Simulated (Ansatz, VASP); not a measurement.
**Two plane-wave programs on V2N3**

```
V N
1.0
     2.77979    0.00000    0.00000
    -1.38989    2.40737    0.00000
     0.00000    0.00000    6.19635
V N
2 3
Direct
  0.66667 0.33333 0.30212
  0.33333 0.66667 0.69788
  0.00000 0.00000 0.51412
  0.00000 0.00000 0.12156
  0.00000 0.00000 0.90668
```

Change from the starting cell: all N atoms moved +0.087 Å, as atom 3 along Cartesian [0 0 1].

Alike in both runs: task single point; functional PBEsol; k mesh 18 × 18 × 8; occupations gaussian, width 0.15 eV; no spin polarisation.

```csv
,VASP,Ansatz
version,VASP 6.6.1,Ansatz 0.2.0
potentials or method,"VASP PAW PBE potentials, release 64 (V_sv, N), cutoff 520 eV","scalar-relativistic, plane waves, PAW"
valence electrons in the cell,41,41
```

|  | VASP | Ansatz | Ansatz less VASP |
| --- | --- | --- | --- |
| gap on the k mesh at the Fermi level (eV) | none | none | - |
| pressure (GPa) | 2.8 | 2.0 | -0.80 |
| traceless stress, the component that is largest in VASP (GPa) | -0.69 | -1.13 | -0.438 |
| rms of the force components (eV/Å) | 1.154 | 1.149 | -0.0047 |

VASP's potentials were made for PBE, not for PBEsol. Atom by atom the forces differ by 0.026 eV/Å (rms over components). A gap of «none» marks a metal or a gap that the smearing closes.
